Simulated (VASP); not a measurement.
Wanted: the native input for a VASP 6.6.1 run.

```
Task                   : single point
Functional             : r2SCAN
Potentials or basis    : VASP PAW PBE potentials, release 64 (Zn, Au)
Cutoff                 : 520 eV
k mesh                 : 14 × 14 × 14
Occupations            : gaussian, width 0.1 eV
Spin                   : no spin polarisation
Dipole correction      : no
Further INCAR settings : ALGO = Normal; EDIFF = 1e-07; NBANDS = 18
```

Crystal: ZnAu.

```
Zn Au
1.0
     3.21025    0.00000    0.00000
     0.00000    3.21025    0.00000
     0.00000    0.00000    3.21025
Zn Au
1 1
Direct
  0.50000 0.50000 0.50000
  0.00000 0.00000 0.00000
```

The input as run:

POSCAR

```
ZnAu
1.0
    3.2102452331      0.0000000000      0.0000000000
    0.0000000000      3.2102452331      0.0000000000
    0.0000000000      0.0000000000      3.2102452331
Zn Au
1 1
Direct
    0.5000000000      0.5000000000      0.5000000000
    0.0000000000      0.0000000000      0.0000000000
```

INCAR.step1

```
PREC = Accurate
ENCUT = 520
ISMEAR = 0
SIGMA = 0.1
LREAL = F
LASPH = T
NELM = 80
NBANDS = 18
GGA = PE
ALGO = Normal
EDIFF = 1E-4
LWAVE = T
LCHARG = F
```

INCAR.step2

```
PREC = Accurate
ENCUT = 520
EDIFF = 1E-7
ISMEAR = 0
SIGMA = 0.1
LREAL = F
LASPH = T
NELM = 80
ALGO = Normal
ISIF = 2
LWAVE = F
LCHARG = F
METAGGA = R2SCAN
LMIXTAU = T
NBANDS = 18
ISTART = 1
```

KPOINTS

```
regular mesh
0
Gamma
  14 14 14
```

Potentials or basis: VASP PAW PBE potentials, release 64 (Zn, Au).

Launch:

```console
$ cat potpaw_PBE.64/Zn/POTCAR potpaw_PBE.64/Au/POTCAR > POTCAR
$ cp INCAR.step1 INCAR
$ mpirun -np 1 vasp_std > vasp.out
$ cp INCAR.step2 INCAR
$ mpirun -np 1 vasp_std > vasp.out
```

Results of the run:

The pressure is -6.4 GPa. The band gap on the k mesh is zero (an odd number of electrons rules out a gap without spin polarisation).

Caveat: the cell stands under tension; the PAW data sets were made with another functional, which shifts forces and pressure a little; spin-orbit coupling is left out, which moves the levels of the heavy elements.

Run time: 110 s on 1 thread of Intel Xeon 8259CL, with other jobs on the host, peak memory 0.2 GiB.
